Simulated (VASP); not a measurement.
# TiCo (Pm-3m) in VASP: a series of runs

The runs below take TiCo through single point, with PBEsol.

Everything below comes from runs of VASP 6.6.1. Logs are shortened: lines on timing, memory, paths and dates and some standing lists are left out, and cuts for length are marked.

## Step 1: The cell of the first run

Symmetry: Pm-3m, No. 221, cubic system. Conventional cell: a = 2.926 Å, b = 2.926 Å, c = 2.926 Å, α = 90.00°, β = 90.00°, γ = 90.00°. Ti (site symmetry m-3m) has 8 Co at 2.53 Å and 6 Ti at 2.93 Å within 3.3 Å. Co (site symmetry m-3m) has 8 Ti at 2.53 Å and 6 Co at 2.93 Å within 3.3 Å.

## Step 2: Single point, PBEsol, collinear spin, ferrimagnetic start (12.52 Å³/atom)

INCAR

```
PREC = Accurate
ENCUT = 520
EDIFF = 1E-6
ISMEAR = -1
SIGMA = 0.03
LREAL = F
LASPH = T
NELM = 150
ALGO = Normal
ISIF = 2
LWAVE = F
LCHARG = T
ISPIN = 2
MAGMOM = -1 2
LORBIT = 11
LMAXMIX = 4
GGA = PS
LELF = T
LVHAR = T
NBANDS = 22
```

KPOINTS

```
regular mesh
0
Gamma
  11 11 11
```

POSCAR

```
TiCo
1.0
    2.9256713971      0.0000000000      0.0000000000
    0.0000000000      2.9256713971      0.0000000000
    0.0000000000      0.0000000000      2.9256713971
Ti Co
1 1
Direct
    0.0000000000      0.0000000000      0.0000000000
    0.5000000000      0.5000000000      0.5000000000
```

Potentials or basis: VASP PAW PBE potentials, release 64 (Ti_sv, Co).

The run is started by

```
cat potpaw_PBE.64/Ti_sv/POTCAR potpaw_PBE.64/Co/POTCAR > POTCAR
mpirun -np 1 vasp_std > vasp.out
```

OUTCAR:

```text
PREC = Accurate
   ENCUT = 520
   EDIFF = 1E-6
   ISMEAR = -1
   LREAL = F
   LASPH = T
   NELM = 150
   ISIF = 2
   ISPIN = 2
   LORBIT = 11
   GGA = PS

 ion  position               nearest neighbor table
   1  0.000  0.000  0.000-   2 2.53   2 2.53   2 2.53   2 2.53   2 2.53   2 2.53   2 2.53   2 2.53

   2  0.500  0.500  0.500-   1 2.53   1 2.53   1 2.53   1 2.53   1 2.53   1 2.53   1 2.53   1 2.53

  LATTYP: Found a simple cubic cell.
 ALAT       =     2.9256713971

  Lattice vectors:

 A1 = (   2.9256713971,   0.0000000000,   0.0000000000)
 A2 = (   0.0000000000,   2.9256713971,   0.0000000000)
 A3 = (   0.0000000000,   0.0000000000,   2.9256713971)

Analysis of symmetry for initial positions (statically):
=====================================================================
 Subroutine PRICEL returns:
 Original cell was already a primitive cell.

 Routine SETGRP: Setting up the symmetry group for a
 simple cubic supercell.

 Subroutine GETGRP returns: Found 48 space group operations
 (whereof 48 operations were pure point group operations)
 out of a pool of 48 trial point group operations.

The static configuration has the point symmetry O_h .

Analysis of symmetry for dynamics (positions and initial velocities):
=====================================================================
 Subroutine PRICEL returns:
 Original cell was already a primitive cell.

 Routine SETGRP: Setting up the symmetry group for a
 simple cubic supercell.

 Subroutine GETGRP returns: Found 48 space group operations
 (whereof 48 operations were pure point group operations)
 out of a pool of 48 trial point group operations.

The dynamic configuration has the point symmetry O_h .

Analysis of structural, dynamic, and magnetic symmetry:
=====================================================================
 Subroutine PRICEL returns:
 Original cell was already a primitive cell.

 Routine SETGRP: Setting up the symmetry group for a
 simple cubic supercell.

 Subroutine GETGRP returns: Found 48 space group operations
 (whereof 48 operations were pure point group operations)
 out of a pool of 48 trial point group operations.

The overall configuration has the point symmetry O_h .

 Subroutine INISYM returns: Found 48 space group operations
 (whereof 48 operations are pure point group operations),
 and found     1 'primitive' translations

[... 115 lines left out ...]
  volume/ion in A,a.u.               =      12.52        84.50
  Fermi-wavevector in a.u.,A,eV,Ry     =   1.543793  2.917346 32.426719  2.383297
  Thomas-Fermi vector in A             =   2.649405
   LORBIT       =     11    0 simple, 1 ext, 2 COOP (PROOUT), +10 PAW based schemes
   GGA     = PS    functional components
   LHFCALC =     F    Hartree Fock is set to
   AEXX    =    0.0000 exact exchange contribution
   IVDW    =     0    specifies the selected vdW correction
   LEPSILON=     F    determine dielectric tensor
   LRPA    =     F    only Hartree local field effects (RPA)
 spin polarized calculation
  energy-cutoff  :      520.00
  volume of cell :       25.04
 maximum number of plane-waves:       693
 NGX is ok and might be reduce to    24
   NGX = 11   NGY = 11   NGZ = 11

 number of electron      21.0000013 magnetization       0.4345297

 Free energy of the ion-electron system (eV)
  ---------------------------------------------------
  ext. energy  EPLUGINS =         0.00000000
  ---------------------------------------------------
  free energy    TOTEN  =       -16.90079821 eV

  energy without entropy =      -16.89299500  energy(sigma->0) =      -16.89689660

 E-fermi :  10.6168     XC(G=0): -13.0668

 val. band max:       10.5868257697   @ k =   0.4545   0.1818   0.0000
 cond. band min:      10.6210122925   @ k =   0.4545   0.2727   0.2727
 fundamental gap:      0.0341865227
 Fermi energy:        10.6168079520

 spin component 1

 k-point     1 :       0.0000    0.0000    0.0000
  band No.  band energies     occupation
      1     -46.2738      1.00000
      2     -22.4444      1.00000
      3     -22.4444      1.00000
      4     -22.4444      1.00000
      5       2.6321      1.00000
      6       6.3063      1.00000
[... 589 lines left out ...]
     21      29.6059      0.00000
     22      29.7182      0.00000

 [... further k-points ...]

 spin component 2

 k-point     1 :       0.0000    0.0000    0.0000
  band No.  band energies     occupation
      1     -46.2820      1.00000
      2     -22.4531      1.00000
      3     -22.4531      1.00000
      4     -22.4531      1.00000
      5       2.6429      1.00000
      6       6.6040      1.00000
[... 589 lines left out ...]
     21      29.5881      0.00000
     22      29.7253      0.00000

 [... further k-points ...]

------------------------ aborting loop because EDIFF is reached ----------------------------------------

  FORCE on cell =-STRESS in cart. coord.  units (eV):
  Direction    XX          YY          ZZ          XY          YZ          ZX
  --------------------------------------------------------------------------------------
  -------------------------------------------------------------------------------------
  Total        0.2575833      0.2575833      0.2575833     -0.0000000      0.0000000      0.0000000
  in kB       16.4797903     16.4797903     16.4797903     -0.0000000      0.0000000      0.0000000
  external PRESSURE =      16.4797903 kB  Pullay stress =       0.0000000 kB

 VOLUME and BASIS-vectors are now :
 -----------------------------------------------------------------------------
  energy-cutoff  :      520.00
  volume of cell :       25.04
      direct lattice vectors                 reciprocal lattice vectors
     2.925671397  0.000000000  0.000000000     0.341801886  0.000000000  0.000000000
     0.000000000  2.925671397  0.000000000     0.000000000  0.341801886  0.000000000
     0.000000000  0.000000000  2.925671397     0.000000000  0.000000000  0.341801886

 POSITION                                       TOTAL-FORCE (eV/Angst)
 -----------------------------------------------------------------------------------
      0.00000      0.00000      0.00000         0.000000      0.000000      0.000000
      1.46284      1.46284      1.46284         0.000000      0.000000      0.000000
 -----------------------------------------------------------------------------------
    total drift:                                0.000000      0.000000     -0.000000

  FREE ENERGIE OF THE ION-ELECTRON SYSTEM (eV)
  ---------------------------------------------------
  free  energy   TOTEN  =       -16.9007982099 eV

  energy  without entropy=      -16.8929949994  energy(sigma->0) =      -16.89689660

 total charge

# of ion       s       p       d       tot
------------------------------------------
    1        2.263   6.203   1.911  10.377
    2        0.547   0.488   7.371   8.405
--------------------------------------------------
tot          2.809   6.690   9.282  18.782

 magnetization (x)

# of ion       s       p       d       tot
------------------------------------------
    1       -0.002  -0.006  -0.011  -0.018
    2        0.018  -0.003   0.455   0.471
--------------------------------------------------
tot          0.017  -0.009   0.444   0.452
```

OSZICAR:

```text
N       E                     dE             d eps       ncg     rms          rms(c)
DAV:   1     0.164532182894E+03    0.16453E+03   -0.98773E+03  5040   0.125E+03
DAV:   2    -0.882223149364E+01   -0.17335E+03   -0.16482E+03  5030   0.305E+02
DAV:   3    -0.189229305668E+02   -0.10101E+02   -0.99386E+01  6056   0.787E+01
DAV:   4    -0.191822923490E+02   -0.25936E+00   -0.25883E+00  5696   0.116E+01
DAV:   5    -0.191906629056E+02   -0.83706E-02   -0.83701E-02  6060   0.192E+00    0.165E+01
DAV:   6    -0.191271206983E+02    0.63542E-01   -0.16096E+01  5610   0.506E+01    0.149E+01
DAV:   7    -0.177013415049E+02    0.14258E+01   -0.15567E+01  6042   0.387E+01    0.114E+01
DAV:   8    -0.169114645077E+02    0.78988E+00   -0.36877E+00  6100   0.163E+01    0.233E+00
DAV:   9    -0.169024061617E+02    0.90583E-02   -0.19396E-01  7332   0.390E+00    0.175E+00
DAV:  10    -0.169018273159E+02    0.57885E-03   -0.28948E-02  5576   0.154E+00    0.944E-01
DAV:  11    -0.169003995284E+02    0.14278E-02   -0.11366E-02  6304   0.103E+00    0.174E-01
DAV:  12    -0.169008065263E+02   -0.40700E-03   -0.66147E-04  6062   0.217E-01    0.915E-02
DAV:  13    -0.169008074408E+02   -0.91451E-06   -0.16593E-04  6232   0.879E-02    0.357E-02
DAV:  14    -0.169008007785E+02    0.66623E-05   -0.13683E-05  5534   0.251E-02    0.209E-02
DAV:  15    -0.169007979793E+02    0.27993E-05   -0.11810E-05  5456   0.304E-02    0.806E-03
DAV:  16    -0.169007982099E+02   -0.23067E-06   -0.14075E-06  3204   0.910E-03
   1 F= -.16900798E+02 E0= -.16896897E+02  d E =-.780321E-02  mag=     0.4334
```

Wall time 84 s (1 thread of Intel Xeon 8259CL, shared host); peak memory 0.18 GiB.

What came out:

```
Free energy                                           : -16.9008 eV
Pressure                                              : 1.6 GPa
Net moment                                            : 0.43 μB per cell
Site moments                                          : Ti -0.02; Co +0.47 μB
Valence electrons inside the program's atomic spheres : Ti 10.38; Co 8.40
```

Caveat: the PAW data sets were made with another functional, which shifts forces and pressure a little.

## Step 3: Single point, PBEsol, collinear spin, ferrimagnetic start (13.05 Å³/atom)

This run uses another cell than the first one, of 13.05 Å³/atom.

INCAR

```
PREC = Accurate
ENCUT = 520
EDIFF = 1E-6
ISMEAR = -1
SIGMA = 0.03
LREAL = False
LASPH = True
NELM = 150
ALGO = Normal
ISIF = 2
LWAVE = False
LCHARG = True
ISPIN = 2
MAGMOM = -1 2
LORBIT = 11
LMAXMIX = 4
GGA = PS
LELF = True
LVHAR = True
NBANDS = 22
```

KPOINTS is that of step 2.

POSCAR

```
TiCo
1.0
    2.9660693728      0.0000000000      0.0000000000
    0.0000000000      2.9660693728      0.0000000000
    0.0000000000      0.0000000000      2.9660693728
Ti Co
1 1
Direct
    0.0000000000      0.0000000000      0.0000000000
    0.5000000000      0.5000000000      0.5000000000
```

Potentials or basis: VASP PAW PBE potentials, release 64 (Ti_sv, Co).

The run is started by

```
cat potpaw_PBE.64/Ti_sv/POTCAR potpaw_PBE.64/Co/POTCAR > POTCAR
mpirun -np 1 vasp_std > vasp.out
```

Run time: 2.1 min. Hardware: 1 thread of Intel Xeon 8259CL, shared host; peak memory 0.18 GiB.

Results (log left out):

* Free energy: -16.8880 eV
* Pressure: -5.0 GPa
* Net moment: 0.73 μB per cell
* Site moments: Ti -0.01; Co +0.77 μB
* Valence electrons inside the program's atomic spheres: Ti 10.32; Co 8.33

Levels at points of the mesh, in eV from the Fermi level:
Spin up:
```csv
k point,band 8,band 9,band 10,band 11,band 12,band 13,band 14,band 15
"(0.00, 0.00, 0.00)",-1.84,-1.84,-1.84,0.53,0.53,2.74,2.74,2.74
```
Spin down:
```csv
k point,band 7,band 8,band 9,band 10,band 11,band 12,band 13,band 14
"(0.00, 0.00, 0.00)",-3.69,-1.35,-1.35,-1.35,0.97,0.97,2.84,2.84
```

Caveat: the cell stands under tension; the PAW data sets were made with another functional, which shifts forces and pressure a little.

## Step 4: Single point, PBEsol, collinear spin, ferrimagnetic start (13.58 Å³/atom)

This run uses another cell than the first one, of 13.58 Å³/atom.

INCAR

```
PREC = Accurate
ENCUT = 520
EDIFF = 1E-7
ISMEAR = -1
SIGMA = 0.03
LREAL = F
LASPH = T
NELM = 150
ALGO = Normal
ISIF = 2
LWAVE = F
LCHARG = F
ISPIN = 2
MAGMOM = -1 2
LORBIT = 11
LMAXMIX = 4
GGA = PS
NBANDS = 22
```

KPOINTS

```
Automatic mesh
0
Gamma
  11 11 11
```

POSCAR

```
TiCo
1.0
    3.0058871358      0.0000000000      0.0000000000
    0.0000000000      3.0058871358      0.0000000000
    0.0000000000      0.0000000000      3.0058871358
Ti Co
1 1
Direct
    0.0000000000      0.0000000000      0.0000000000
    0.5000000000      0.5000000000      0.5000000000
```

The run is started by

```
cat potpaw_PBE.64/Ti_sv/POTCAR potpaw_PBE.64/Co/POTCAR > POTCAR
mpirun -np 1 vasp_std > vasp.out
```

It took 2 min on 1 thread of Intel Xeon 8259CL, shared host; peak memory 0.18 GiB.

The run converged. Its results:

```yaml
Free_energy: -16.8365 eV
Pressure: -10.5 GPa
Net_moment: 0.87 μB per cell
Site_moments: Ti -0.04; Co +0.95 μB
Valence_electrons_inside_the_program's_atomic_spheres: Ti 10.26; Co 8.26
```

Levels at points of the mesh, in eV from the Fermi level:
Spin up:
```
           k point  band 8  band 9  band 10  band 11  band 12  band 13  band 14  band 15
(0.00, 0.00, 0.00)   -1.82   -1.82    -1.82     0.49     0.49     2.64     2.64     2.64
```
Spin down:
```tsv
k point	band 7	band 8	band 9	band 10	band 11	band 12	band 13	band 14
(0.00, 0.00, 0.00)	-3.41	-1.22	-1.22	-1.22	1.01	1.01	2.73	2.73
```

Caveat: the cell stands under tension; the PAW data sets were made with another functional, which shifts forces and pressure a little.

## Step 5: Overview

| cell | gap on the mesh (eV) | pressure (GPa) | moment (μB) |
| --- | --- | --- | --- |
| a = 2.926 Å, 2 atoms | none | 1.6 | 0.43 |
| a = 2.966 Å, 2 atoms | none | -5.0 | 0.73 |
| a = 3.006 Å, 2 atoms | none | -10.5 | 0.87 |

Alike in all rows: task single point; level PBEsol; potentials or basis VASP PAW PBE potentials, release 64 (Ti_sv, Co); spin collinear, ferrimagnetic start; k mesh 11 × 11 × 11; cutoff (eV) 520; smearing fermi-dirac 0.03 eV.

Caveats: the PAW data sets were made with another functional, which shifts forces and pressure a little; the cell stands under tension (at least some runs).

Absolute energies hang on the potentials; compare differences alone.
